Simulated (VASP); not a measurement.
The system is CdSe4.

```
Cd Se
1.0
     3.53195    0.00000    0.00000
    -1.76598    3.05876    0.00000
     0.00000    0.00000   11.35693
Cd Se
1 4
Direct
  0.00000 0.00000 0.00000
  0.33333 0.66667 0.86586
  0.33333 0.66667 0.37680
  0.66667 0.33333 0.13414
  0.66667 0.33333 0.62320
```

The cell was built from a structure type or drawn by symmetry, and may not be a known phase.

| Quantity | Value |
| --- | --- |
| Program | VASP 6.6.1 |
| Task | relaxation of cell and atoms |
| Functional | PBE |
| Potentials or basis | VASP PAW PBE potentials, release 64 (Cd, Se) |
| Cutoff | 600 eV |
| k mesh | 6 × 6 × 2 |
| Occupations | gaussian, width 0.1 eV |
| Spin | no spin polarisation |

At the start: pressure 5.1 GPa; volume 24.54 Å³/atom.

Where does the relaxation end?

Over 16 steps the energy falls by 615.2 meV/atom and the volume is 23.67 Å³/atom (-3.5 %); space group P-3m1 (No. 164, to 0.1 Å) before and after.

The path:
```csv
step,energy change (eV),largest force (eV/Å),pressure (GPa),volume (Å³)
1,0.0000,2.6079,5.13,122.69
2,-0.6176,0.8625,-3.41,137.10
3,-0.6250,0.7221,-4.15,139.17
4,-1.4999,0.9505,-4.38,133.06
5,-2.5598,1.0551,-3.08,124.57
6,-2.0020,1.1869,10.35,104.71
7,-2.8795,0.9541,0.40,117.32
8,-2.8841,0.8839,1.60,115.40
9,-2.9823,0.3820,-0.07,118.73
10,-2.9824,0.3746,-0.10,118.79
11,-3.0513,0.2286,-0.06,118.51
12,-3.0731,0.1246,0.14,118.14
13,-3.0731,0.1172,0.13,118.16
14,-3.0748,0.0581,-0.23,118.74
15,-3.0748,0.0501,-0.27,118.82
16,-3.0759,0.0152,-0.07,118.36
```

Final structure:
```
CELL_PARAMETERS angstrom
3.91697 0.00000 0.00000
-1.95848 3.39219 0.00000
0.00000 0.00000 8.90753
ATOMIC_POSITIONS crystal
Cd 0.00000 0.00000 0.00000
Se 0.33333 0.66667 0.81293
Se 0.33333 0.66667 0.41040
Se 0.66667 0.33333 0.18707
Se 0.66667 0.33333 0.58960
```

Caveat: a cell axis changed by over 15 % at a fixed basis, so the end point is rough.
